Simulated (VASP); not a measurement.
# InSe (P1) in VASP: single point with PBE+D3(BJ)

Aim: the single point of InSe with PBE+D3(BJ).

All numbers are computed with VASP 6.6.1; they aren't measurements. Logs are shortened: lines on timing, memory, paths and dates and some standing lists are left out, and cuts for length are marked.

### 1 The cell of the first run

The typed cell holds 8 atoms: a = 4.032 Å, b = 4.032 Å, c = 16.762 Å, α = 90.00°, β = 90.00°, γ = 120.00°.

### 2 Single point, PBE+D3(BJ) (atom 6 moved 0.75 Å)

Contents of INCAR:

```
  PREC = Accurate
  ENCUT = 520
  EDIFF = 1E-6
  ISMEAR = 0
  SIGMA = 0.03
  LREAL = F
  LASPH = T
  NELM = 60
  ALGO = Normal
  ISIF = 2
  LWAVE = F
  LCHARG = T
  GGA = PE
  IVDW = 12
  LELF = T
  LVHAR = T
  NBANDS = 48
```

Contents of KPOINTS:

```
Automatic mesh
0
Gamma
  6 6 2
```

Contents of POSCAR:

```
InSe
1.0
    4.0317714842      0.0000000000      0.0000000000
   -2.0158857421      3.4916165276      0.0000000000
    0.0000000000      0.0000000000     16.7623716544
In Se
4 4
Direct
    0.3558583394      0.6821591020      0.1637892960
    0.6891916728      0.3488257686      0.6637892960
    0.3558583394      0.6821591020      0.3304729070
    0.6891916728      0.3488257686      0.8304729070
    0.3558583394      0.6821591020      0.5870022351
    0.5089916241      0.2248862863      0.1099534228
    0.3558583394      0.6821591020      0.9072599679
    0.6891916728      0.3488257686      0.4072599679
```

Potentials or basis: VASP PAW PBE potentials, release 64 (In_d, Se).

Started as:

```console
$ cat potpaw_PBE.64/In_d/POTCAR potpaw_PBE.64/Se/POTCAR > POTCAR
$ mpirun -np 1 vasp_std > vasp.out
```

OUTCAR:

```text
PREC = Accurate
   ENCUT = 520
   EDIFF = 1E-6
   ISMEAR = 0
   LREAL = F
   LASPH = T
   NELM = 60
   ISIF = 2
   GGA = PE
   IVDW = 12
 IVDW          = 12

 ion  position               nearest neighbor table
   1  0.356  0.682  0.164-   6 2.15   6 2.39   3 2.79   6 3.09
   2  0.689  0.349  0.664-   5 2.66   5 2.66   5 2.66   4 2.79
   3  0.356  0.682  0.330-   8 2.66   8 2.66   8 2.66   1 2.79
   4  0.689  0.349  0.830-   7 2.66   7 2.66   7 2.66   2 2.79
   5  0.356  0.682  0.587-   2 2.66   2 2.66   2 2.66
   6  0.509  0.225  0.110-   1 2.15   1 2.39   1 3.09
   7  0.356  0.682  0.907-   4 2.66   4 2.66   4 2.66
   8  0.689  0.349  0.407-   3 2.66   3 2.66   3 2.66

  LATTYP: Found a hexagonal cell.
 ALAT       =     4.0317714842
 C/A-ratio  =     4.1575698722

  Lattice vectors:

 A1 = (   4.0317714842,   0.0000000000,   0.0000000000)
 A2 = (  -2.0158857421,   3.4916165276,   0.0000000000)
 A3 = (   0.0000000000,   0.0000000000,  16.7623716544)

Analysis of symmetry for initial positions (statically):
=====================================================================
 Subroutine PRICEL returns:
 Original cell was already a primitive cell.

 Routine SETGRP: Setting up the symmetry group for a
 hexagonal supercell.

 Subroutine GETGRP returns: Found  1 space group operations
 (whereof  1 operations were pure point group operations)
 out of a pool of 24 trial point group operations.

The static configuration has the point symmetry C_1 .

Analysis of symmetry for dynamics (positions and initial velocities):
=====================================================================
 Subroutine PRICEL returns:
 Original cell was already a primitive cell.

 Routine SETGRP: Setting up the symmetry group for a
 hexagonal supercell.

 Subroutine GETGRP returns: Found  1 space group operations
 (whereof  1 operations were pure point group operations)
 out of a pool of 24 trial point group operations.

The dynamic configuration has the point symmetry C_1 .

 Subroutine INISYM returns: Found  1 space group operations
 (whereof  1 operations are pure point group operations),
 and found     1 'primitive' translations

----------------------------------------------------------------------------------------

                                     Primitive cell

  volume of cell :     235.9706

  direct lattice vectors                    reciprocal lattice vectors
     4.031771484  0.000000000  0.000000000     0.248029930  0.143200147  0.000000000
    -2.015885742  3.491616528  0.000000000     0.000000000  0.286400294  0.000000000
     0.000000000  0.000000000 16.762371654     0.000000000  0.000000000  0.059657429

  length of vectors
     4.031771484  4.031771484 16.762371654     0.286400294  0.286400294  0.059657429

  position of ions in fractional coordinates (direct lattice)
     0.355858339  0.682159102  0.163789296
     0.689191673  0.348825769  0.663789296
     0.355858339  0.682159102  0.330472907
     0.689191673  0.348825769  0.830472907
     0.355858339  0.682159102  0.587002235
     0.508991624  0.224886286  0.109953423
     0.355858339  0.682159102  0.907259968
     0.689191673  0.348825769  0.407259968

  ion indices of the primitive-cell ions
   primitive index   ion index
                 1           1
                 2           2
                 3           3
                 4           4
                 5           5
                 6           6
                 7           7
                 8           8

----------------------------------------------------------------------------------------

 KPOINTS: Automatic mesh

Automatic generation of k-mesh.
 Grid dimensions read from file:
 generate k-points for:    6    6    2

 Generating k-lattice:

  Cartesian coordinates                     Fractional coordinates (reciprocal lattice)
     0.041338322  0.023866691  0.000000000     0.166666667  0.000000000  0.000000000
     0.000000000  0.047733382  0.000000000     0.000000000  0.166666667  0.000000000
     0.000000000  0.000000000  0.029828715     0.000000000  0.000000000  0.500000000

  Length of vectors
     0.047733382  0.047733382  0.029828715

  Shift w.r.t. Gamma in fractional coordinates (k-lattice)
     0.000000000  0.000000000  0.000000000

 Subroutine IBZKPT returns following result:
 ===========================================

 Found     40 irreducible k-points:

 Following reciprocal coordinates:
            Coordinates               Weight
  0.000000  0.000000  0.000000      1.000000
  0.166667 -0.000000  0.000000      2.000000
  0.000000  0.166667  0.000000      2.000000
 -0.166667  0.166667  0.000000      2.000000
  0.333333 -0.000000  0.000000      2.000000
  0.000000  0.333333  0.000000      2.000000
[... 16 lines left out ...]
  0.000000  0.166667  0.500000      2.000000
 -0.166667  0.166667  0.500000      2.000000
 [... further k-points ...]
   k-points           NKPTS =     40   k-points in BZ     NKDIM =     40   number of bands    NBANDS=     48
   number of dos      NEDOS =    301   number of ions     NIONS =      8
   total plane-waves  NPLWV = 113400
   dimension x,y,z NGX =    30 NGY =   30 NGZ =  126
   dimension x,y,z NGXF=    60 NGYF=   60 NGZF=  252
   ions per type =               4   4
   NGX,Y,Z   is equivalent  to a cutoff of  12.37, 12.37, 12.50 a.u.
   NGXF,Y,Z  is equivalent  to a cutoff of  24.74, 24.74, 24.99 a.u.
 SYSTEM =  unknown system
   PREC   = accura    normal or accurate (medium, high low for compatibility)
   ISTART =      0    job   : 0-new  1-cont  2-samecut
   ICHARG =      2    charge: 1-file 2-atom 10-const
   ISPIN  =      1    spin polarized calculation?
   LNONCOLLINEAR =      F non collinear calculations
   LSORBIT =      F    spin-orbit coupling
   LASPH  =      T    aspherical Exc in radial PAW
   ENCUT  =  520.0 eV  38.22 Ry    6.18 a.u.   7.50  7.50 31.17*2*pi/ulx,y,z
   NELM   =     60;   NELMIN=  2; NELMDL= -5     # of ELM steps
   EDIFF  = 0.1E-05   stopping-criterion for ELM
   LREAL  =      F    real-space projection
[... 7 lines left out ...]
   TEBEG  =    0.0;   TEEND  =   0.0 temperature during run
   PSTRESS=    0.0 pullay stress
   NELECT =      76.0000    total number of electrons
   NUPDOWN=      -1.0000    fix difference up-down
   EMIN   =  10.00;   EMAX   =-10.00  energy-range for DOS
   EFERMI =   0.00;   METHOD = LEGACY
   ISMEAR =     0;   SIGMA  =   0.03  broadening in eV -4-tet -1-fermi 0-gaus
   EFERMI_NEDOS =   21; number of points for ismear=-14 and -15
   IALGO  =     38    algorithm
   IMIX   =      4    mixing-type and parameters
     AMIX     =   0.40;   BMIX     =  1.00
     AMIX_MAG =   1.60;   BMIX_MAG =  1.00
  volume/ion in A,a.u.               =      29.50       199.05
  Fermi-wavevector in a.u.,A,eV,Ry     =   1.122174  2.120601 17.133458  1.259274
  Thomas-Fermi vector in A             =   2.258832
   LORBIT       =      0    0 simple, 1 ext, 2 COOP (PROOUT), +10 PAW based schemes
   GGA     = PE    functional components
   LHFCALC =     F    Hartree Fock is set to
   AEXX    =    0.0000 exact exchange contribution
   IVDW    =    12    specifies the selected vdW correction
   LEPSILON=     F    determine dielectric tensor
   LRPA    =     F    only Hartree local field effects (RPA)
 non-spin polarized calculation
 Gauss-broadening in eV      SIGMA  =   0.03
  energy-cutoff  :      520.00
  volume of cell :      235.97
 maximum number of plane-waves:      6396
 NGX is ok and might be reduce to    30
   NGX = 15   NGY = 15   NGZ = 63

 number of electron      75.9999998 magnetization

 Free energy of the ion-electron system (eV)
  ---------------------------------------------------
  ext. energy  EPLUGINS =         0.00000000
  ---------------------------------------------------
  free energy    TOTEN  =       -26.30058137 eV

  energy without entropy =      -26.30058137  energy(sigma->0) =      -26.30058137

 E-fermi :   4.2784     XC(G=0):  -8.8211

 val. band max:        4.1472924439   @ k =   0.0000   0.0000   0.0000
 cond. band min:       4.4008885343   @ k =   0.0000   0.0000   0.0000
 fundamental gap:      0.2535960904
 Fermi energy:         4.2784378508

 k-point     1 :       0.0000    0.0000    0.0000
  band No.  band energies     occupation
      1     -12.4427      2.00000
      2     -11.5165      2.00000
      3     -11.3074      2.00000
      4     -11.2245      2.00000
      5     -11.1756      2.00000
      6     -10.7660      2.00000
[... 40 lines left out ...]
     47       9.3194      0.00000
     48       9.4318      0.00000

 k-point     2 :       0.1667   -0.0000    0.0000
  band No.  band energies     occupation
      1     -12.4513      2.00000
      2     -11.5128      2.00000
      3     -11.2941      2.00000
      4     -11.2190      2.00000
      5     -11.1850      2.00000
      6     -10.7689      2.00000
[... 40 lines left out ...]
     47       8.8211      0.00000
     48       9.1418      0.00000

 k-point     3 :       0.0000    0.1667    0.0000
  band No.  band energies     occupation
      1     -12.3910      2.00000
      2     -11.5037      2.00000
      3     -11.2961      2.00000
      4     -11.2345      2.00000
      5     -11.1789      2.00000
      6     -10.7688      2.00000
[... 40 lines left out ...]
     47       8.6330      0.00000
     48       9.4055      0.00000

 k-point     4 :      -0.1667    0.1667    0.0000
  band No.  band energies     occupation
      1     -12.3814      2.00000
      2     -11.5107      2.00000
      3     -11.3125      2.00000
      4     -11.2245      2.00000
      5     -11.1784      2.00000
      6     -10.7689      2.00000
[... 958 lines left out ...]
     47       8.7287      0.00000
     48       9.1450      0.00000

 k-point    23 :       0.0000    0.1667    0.5000
  band No.  band energies     occupation
      1     -12.3910      2.00000
      2     -11.5037      2.00000
      3     -11.2961      2.00000
      4     -11.2345      2.00000
      5     -11.1789      2.00000
      6     -10.7688      2.00000
[... 40 lines left out ...]
     47       8.6694      0.00000
     48       9.3726      0.00000

 k-point    24 :      -0.1667    0.1667    0.5000
  band No.  band energies     occupation
      1     -12.3814      2.00000
      2     -11.5107      2.00000
      3     -11.3125      2.00000
      4     -11.2245      2.00000
      5     -11.1784      2.00000
      6     -10.7689      2.00000
[... 40 lines left out ...]
     47       8.6821      0.00000
     48       9.3589      0.00000

 [... further k-points ...]

------------------------ aborting loop because EDIFF is reached ----------------------------------------

 Edisp (eV)   -2.37015

 E8    (eV) :    -1.0860

  FORCE on cell =-STRESS in cart. coord.  units (eV):
  Direction    XX          YY          ZZ          XY          YZ          ZX
  --------------------------------------------------------------------------------------
  -------------------------------------------------------------------------------------
  Total       2.64877    13.87897     4.58758    -5.33303    -5.17671    -0.52861
  in kB      17.98442    94.23453    31.14845   -36.20988   -35.14849    -3.58910
  external pressure =       47.79 kB  Pullay stress =        0.00 kB

 VOLUME and BASIS-vectors are now :
 -----------------------------------------------------------------------------
  energy-cutoff  :      520.00
  volume of cell :      235.97
      direct lattice vectors                 reciprocal lattice vectors
     4.031771484  0.000000000  0.000000000     0.248029930  0.143200147  0.000000000
    -2.015885742  3.491616528  0.000000000     0.000000000  0.286400294  0.000000000
     0.000000000  0.000000000 16.762371654     0.000000000  0.000000000  0.059657429

 POSITION                                       TOTAL-FORCE (eV/Angst)
 -----------------------------------------------------------------------------------
      0.05958      2.38184      2.74550        -0.253302     -5.117646      4.681022
      2.07547      1.21797     11.12668        -0.000006     -0.001227     -0.034413
      0.05958      2.38184      5.53951        -0.059164     -0.123535      0.104352
      2.07547      1.21797     13.92070        -0.007719     -0.004020     -0.038937
      0.05958      2.38184      9.83955         0.000386     -0.000159      0.030885
      1.59879      0.78522      1.84308         0.332293      5.293021     -4.948361
      0.05958      2.38184     15.20783         0.005449     -0.013286      0.131020
      2.07547      1.21797      6.82664        -0.017938     -0.033146      0.074432
 -----------------------------------------------------------------------------------
    total drift:                               -0.000373     -0.000202     -0.003514

  FREE ENERGIE OF THE ION-ELECTRON SYSTEM (eV)
  ---------------------------------------------------
  free  energy   TOTEN  =       -28.6707340727 eV

  energy  without entropy=      -28.6707340727  energy(sigma->0) =      -28.67073407
```

Run time: 4.4 min. Hardware: 1 thread of Intel Xeon 6975P-C (Granite Rapids), shared host; peak memory 0.54 GiB.

What came out:

* Free energy: -28.6707 eV
* Pressure: 4.8 GPa
* Largest force: 7.253 eV/Å
* Band gap on the k mesh: 0.25 eV
* Dispersion energy per atom: -0.296 eV

Forces on the atoms (eV/Å):
```
In  -0.253 -5.118  4.681
In   0.000 -0.001 -0.034
In  -0.059 -0.124  0.104
In  -0.008 -0.004 -0.039
Se   0.000  0.000  0.031
Se   0.332  5.293 -4.948
Se   0.005 -0.013  0.131
Se  -0.018 -0.033  0.074
```

Levels at points of the mesh, in eV from the valence-band top:
```
           k point  band 36  band 37  band 38  band 39  band 40  band 41
(0.00, 0.00, 0.00)    -1.04    -1.04     0.00     0.25     1.21     2.00
(0.50, 0.00, 0.00)    -1.98    -1.83    -0.88     0.47     1.17     1.45
(0.00, 0.50, 0.00)    -1.98    -1.98    -1.49     1.05     1.27     1.55
(0.50, 0.50, 0.00)    -2.05    -1.99    -1.45     0.73     1.23     1.46
(0.00, 0.00, 0.50)    -1.04    -0.99    -0.73     0.74     1.16     1.91
(0.50, 0.00, 0.50)    -1.99    -1.87    -0.94     0.51     1.39     1.41
(0.00, 0.50, 0.50)    -1.98    -1.91    -1.60     1.14     1.36     1.44
(0.50, 0.50, 0.50)    -1.99    -1.87    -1.65     0.78     1.37     1.40
```

Caveat: the cell differs from its parent crystal (atom 6 moved 0.75 Å); the stress differs along the axes, from 2 to 9 GPa; spin-orbit coupling is left out, which moves the levels of the heavy elements; forces of over 1 eV/Å act on the atoms, so gaps and moduli don't describe the material at rest. A k mesh can miss the band edges.
